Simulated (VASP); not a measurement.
The system is BAs.

```
B As
1.0
     0.00000    2.39187    2.39187
     2.39187    0.00000    2.39187
     2.39187    2.39187    0.00000
B As
1 1
Direct
  0.00000 0.00000 0.00000
  0.25000 0.25000 0.25000
```

Base run:

| Item | Value |
| --- | --- |
| Program | VASP 6.6.1 |
| Functional | PBE |
| Potentials or basis | VASP PAW PBE potentials, release 64 (B, As) |
| Cutoff | 500 eV |
| k mesh | 6 × 6 × 6 |
| Occupations | methfessel-paxton, width 0.18 eV |
| Spin | no spin polarisation |

Its results: band gap on the k mesh 1.28 eV, indirect (least direct gap 3.27 eV); pressure 2.9 GPa.

Question: After a change of settings the same cell gave: band gap on the k mesh 1.42 eV, indirect (least direct gap 3.25 eV); pressure 3.4 GPa. Which change was it?
A. k mesh from 6 × 6 × 6 to 5 × 5 × 5; occupations from methfessel-paxton, width 0.18 eV to gaussian, width 0.01 eV
B. k mesh from 6 × 6 × 6 to 2 × 2 × 2; occupations from methfessel-paxton, width 0.18 eV to gaussian, width 0.01 eV
C. k mesh from 6 × 6 × 6 to 4 × 4 × 4; occupations from methfessel-paxton, width 0.18 eV to gaussian, width 0.01 eV

Answer: C.

Caveats: some runs use coarse meshes.
